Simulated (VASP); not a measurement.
# Ta (I4/mmm) in VASP: a series of runs

Runs on Ta. Level: PBE. Tasks: single point.

All numbers are computed with VASP 6.6.1; they aren't measurements. Logs are shortened: lines on timing, memory, paths and dates and some standing lists are left out, and cuts for length are marked.

## 1. The cell of the first run

It takes space group I4/mmm (No. 139, tetragonal). Conventional cell: a = 3.063 Å, b = 3.063 Å, c = 4.130 Å, α = 90.00°, β = 90.00°, γ = 90.00°. Ta (site symmetry 4/mmm) has 12 Ta at 2.99 to 3.06 Å within 3.9 Å.

## 2. Single point, PBE (19.38 Å³/atom)

The input, INCAR:

```
SYSTEM = Ta
ALGO = Fast
EDIFF = 1E-6
ENCUT = 520
GGA = PE
ISIF = 2
ISMEAR = 0
LASPH = .TRUE.
LCHARG = .FALSE.
LREAL = .FALSE.
LWAVE = .FALSE.
NBANDS = 12
NELM = 60
PREC = Accurate
SIGMA = 0.15
```

The input, KPOINTS:

```
k-points
0
G
  20 20 20
  0 0 0
```

The input, POSCAR:

```
Ta
1.0
   -1.5315667689      1.5315667689      2.0651646312
    1.5315667689     -1.5315667689      2.0651646312
    1.5315667689      1.5315667689     -2.0651646312
Ta
1
Direct
    0.0000000000      0.0000000000      0.0000000000
```

Potentials or basis: VASP PAW PBE potentials, release 64 (Ta_pv).

Launch:

```console
> cat potpaw_PBE.64/Ta_pv/POTCAR > POTCAR
> mpirun -np 1 vasp_std > vasp.out
```

OUTCAR:

```text
SYSTEM = Ta
   EDIFF = 1E-6
   ENCUT = 520
   GGA = PE
   ISIF = 2
   ISMEAR = 0
   LASPH = .TRUE.
   LREAL = .FALSE.
   NELM = 60
   PREC = Accurate

 ion  position               nearest neighbor table
   1  0.000  0.000  0.000-

  LATTYP: Found a body centered tetragonal cell.
 ALAT       =     3.0631335378
 C/A-ratio  =     1.3484000000

  Lattice vectors:

 A1 = (  -1.5315667689,   1.5315667689,   2.0651646312)
 A2 = (   1.5315667689,  -1.5315667689,   2.0651646312)
 A3 = (   1.5315667689,   1.5315667689,  -2.0651646312)

Analysis of symmetry for initial positions (statically):
=====================================================================
 Subroutine PRICEL returns:
 Original cell was already a primitive cell.

 Routine SETGRP: Setting up the symmetry group for a
 body centered tetragonal supercell.

 Subroutine GETGRP returns: Found 16 space group operations
 (whereof 16 operations were pure point group operations)
 out of a pool of 16 trial point group operations.

The static configuration has the point symmetry D_4h.

Analysis of symmetry for dynamics (positions and initial velocities):
=====================================================================
 Subroutine PRICEL returns:
 Original cell was already a primitive cell.

 Routine SETGRP: Setting up the symmetry group for a
 body centered tetragonal supercell.

 Subroutine GETGRP returns: Found 16 space group operations
 (whereof 16 operations were pure point group operations)
 out of a pool of 16 trial point group operations.

The dynamic configuration has the point symmetry D_4h.

 Subroutine INISYM returns: Found 16 space group operations
 (whereof 16 operations are pure point group operations),
 and found     1 'primitive' translations

----------------------------------------------------------------------------------------

                                     Primitive cell

  volume of cell :      19.3770

  direct lattice vectors                    reciprocal lattice vectors
    -1.531566769  1.531566769  2.065164631     0.000000000  0.326463077  0.242111448
     1.531566769 -1.531566769  2.065164631     0.326463077  0.000000000  0.242111448
     1.531566769  1.531566769 -2.065164631     0.326463077  0.326463077  0.000000000

  length of vectors
     2.992707552  2.992707552  2.992707552     0.406443224  0.406443224  0.461688511

  position of ions in fractional coordinates (direct lattice)
     0.000000000  0.000000000  0.000000000

  ion indices of the primitive-cell ions
   primitive index   ion index
[... 82 lines left out ...]
   TEBEG  =    0.0;   TEEND  =   0.0 temperature during run
   PSTRESS=    0.0 pullay stress
   NELECT =      11.0000    total number of electrons
   NUPDOWN=      -1.0000    fix difference up-down
   EMIN   =  10.00;   EMAX   =-10.00  energy-range for DOS
   EFERMI =   0.00;   METHOD = LEGACY
   ISMEAR =     0;   SIGMA  =   0.15  broadening in eV -4-tet -1-fermi 0-gaus
   EFERMI_NEDOS =   21; number of points for ismear=-14 and -15
   IALGO  =     68    algorithm
   IMIX   =      4    mixing-type and parameters
     AMIX     =   0.40;   BMIX     =  1.00
     AMIX_MAG =   1.60;   BMIX_MAG =  1.00
  volume/ion in A,a.u.               =      19.38       130.76
  Fermi-wavevector in a.u.,A,eV,Ry     =   1.355533  2.561587 25.000307  1.837471
  Thomas-Fermi vector in A             =   2.482613
   LORBIT       =      0    0 simple, 1 ext, 2 COOP (PROOUT), +10 PAW based schemes
   GGA     = PE    functional components
   LHFCALC =     F    Hartree Fock is set to
   AEXX    =    0.0000 exact exchange contribution
   IVDW    =     0    specifies the selected vdW correction
   LEPSILON=     F    determine dielectric tensor
   LRPA    =     F    only Hartree local field effects (RPA)
 non-spin polarized calculation
 RMM-DIIS sequential band-by-band and
 Gauss-broadening in eV      SIGMA  =   0.15
  energy-cutoff  :      520.00
  volume of cell :       19.38
 maximum number of plane-waves:       538
   NGX = 11   NGY = 11   NGZ = 11

 number of electron      11.0000000 magnetization

 Free energy of the ion-electron system (eV)
  ---------------------------------------------------
  ext. energy  EPLUGINS =         0.00000000
  ---------------------------------------------------
  free energy    TOTEN  =       -11.58267190 eV

  energy without entropy =      -11.56738758  energy(sigma->0) =      -11.57502974

 E-fermi :   5.2527     XC(G=0): -12.2516

 val. band max:        5.2518746606   @ k =   0.4000   0.3000   0.0500
 cond. band min:       5.2541745388   @ k =  -0.2500  -0.3000   0.1500
 fundamental gap:      0.0022998782
 Fermi energy:         5.2526675348

 k-point     1 :       0.0000    0.0000    0.0000
  band No.  band energies     occupation
      1     -28.4749      2.00000
      2     -28.4689      2.00000
      3     -28.4689      2.00000
      4      -2.7241      2.00000
      5       5.5468      0.00556
      6       5.5468      0.00556
      7       6.1303      0.00000
      8       8.1775      0.00000
      9       8.9648      0.00000
     10      17.6719      0.00000
     11      21.8946      0.00000
     12      21.8949      0.00000
[... 331 lines left out ...]
 k-point    24 :      -0.3500    0.0500    0.0000
  band No.  band energies     occupation
      1     -29.1603      2.00000
      2     -28.5887      2.00000
      3     -28.5555      2.00000
      4       0.2949      2.00000
      5       4.6267      2.00000
      6       5.4831      0.02980
      7       6.2340      0.00000
      8       9.2639      0.00000
      9       9.8165      0.00000
     10      16.5735      0.00000
     11      19.2961      0.00000
     12      19.7110      0.00000

 [... further k-points ...]

------------------------ aborting loop because EDIFF is reached ----------------------------------------

  FORCE on cell =-STRESS in cart. coord.  units (eV):
  Direction    XX          YY          ZZ          XY          YZ          ZX
  --------------------------------------------------------------------------------------
  -------------------------------------------------------------------------------------
  Total       -0.4270656     -0.4270656     -1.1538511      0.0000000     -0.0000000      0.0000000
  in kB      -35.3116969    -35.3116969    -95.4055876      0.0000000     -0.0000000      0.0000000
  external PRESSURE =     -55.3429938 kB  Pullay stress =       0.0000000 kB

 VOLUME and BASIS-vectors are now :
 -----------------------------------------------------------------------------
  energy-cutoff  :      520.00
  volume of cell :       19.38
      direct lattice vectors                 reciprocal lattice vectors
    -1.531566769  1.531566769  2.065164631     0.000000000  0.326463077  0.242111448
     1.531566769 -1.531566769  2.065164631     0.326463077  0.000000000  0.242111448
     1.531566769  1.531566769 -2.065164631     0.326463077  0.326463077  0.000000000

 POSITION                                       TOTAL-FORCE (eV/Angst)
 -----------------------------------------------------------------------------------
      0.00000      0.00000      0.00000         0.000000      0.000000     -0.000000
 -----------------------------------------------------------------------------------
    total drift:                                0.000000      0.000000     -0.000000

  FREE ENERGIE OF THE ION-ELECTRON SYSTEM (eV)
  ---------------------------------------------------
  free  energy   TOTEN  =       -11.5826719013 eV

  energy  without entropy=      -11.5673875793  energy(sigma->0) =      -11.57502974
```

stdout:

```text
POSCAR found type information on POSCAR Ta
 POSCAR found :  1 types and       1 ions
 scaLAPACK will be used
 LDA part: xc-table for (Slater+PW92), standard interpolation
 POSCAR, INCAR and KPOINTS ok, starting setup
 FFT: planning ... GRIDC
 FFT: planning ... GRID_SOFT
 FFT: planning ... GRID
 WAVECAR not read
 entering main loop
WARNING in EDDRMM: call to ZHEGV failed, returncode =   8  4     12
WARNING in EDDRMM: call to ZHEGV failed, returncode =   6  3     12
```

Wall time 2.8 min (1 thread of Intel Xeon 8259CL, shared host); peak memory 0.26 GiB.

Results:

| Property | Result |
| --- | --- |
| Free energy | -11.5827 eV |
| Pressure | -5.5 GPa |
| Band gap on the k mesh | zero (an odd number of electrons rules out a gap without spin polarisation) |

Caveat: the stress differs along the axes, from -10 to -4 GPa; spin-orbit coupling is left out, which moves the levels of the heavy elements.

## 3. Single point, PBE (19.74 Å³/atom)

This run uses another cell than the first one, of 19.74 Å³/atom.

The input, INCAR:

```
SYSTEM = Ta
PREC = Accurate
ENCUT = 520
EDIFF = 1E-6
ISMEAR = 0
SIGMA = 0.15
LREAL = .FALSE.
LASPH = .TRUE.
NELM = 100
ALGO = Fast
ISIF = 2
LWAVE = .FALSE.
LCHARG = .FALSE.
GGA = PE
NBANDS = 12
```

The input, KPOINTS:

```
regular mesh
0
G
  20 20 20
  0 0 0
```

The input, POSCAR:

```
Ta
1.0
   -1.6360996286      1.6360996286      1.8438842814
    1.6360996286     -1.6360996286      1.8438842814
    1.6360996286      1.6360996286     -1.8438842814
Ta
1
Direct
    0.0000000000      0.0000000000      0.0000000000
```

Potentials or basis: VASP PAW PBE potentials, release 64 (Ta_pv).

Launch:

```console
> cat potpaw_PBE.64/Ta_pv/POTCAR > POTCAR
> mpirun -np 1 vasp_std > vasp.out
```

It took 2.9 min on 1 thread of Intel Xeon 8259CL, shared host; peak memory 0.26 GiB.

Results (log left out):

- Free energy: -11.7147 eV
- Pressure: -11.9 GPa
- Band gap on the k mesh: zero (an odd number of electrons rules out a gap without spin polarisation)

Stress tensor (GPa, compression positive):
```
 -9.12   0.00   0.00
  0.00  -9.12   0.00
  0.00   0.00 -17.40
```

Levels at points of the mesh, in eV from the Fermi level:
```csv
k point,band 3,band 4,band 5,band 6,band 7,band 8
"(0.00, 0.00, 0.00)",-33.50,-7.62,0.37,0.37,1.61,2.65
"(0.50, 0.00, 0.00)",-33.51,-4.09,-0.82,0.95,2.40,4.65
"(0.50, 0.50, 0.00)",-33.57,-3.97,-2.15,1.70,4.58,4.99
"(0.50, 0.50, 0.50)",-34.02,-3.52,-3.18,5.80,5.91,6.20
```

Caveat: the stress differs along the axes, from -17 to -9 GPa; spin-orbit coupling is left out, which moves the levels of the heavy elements.

(Continued in part 2 of 2.)
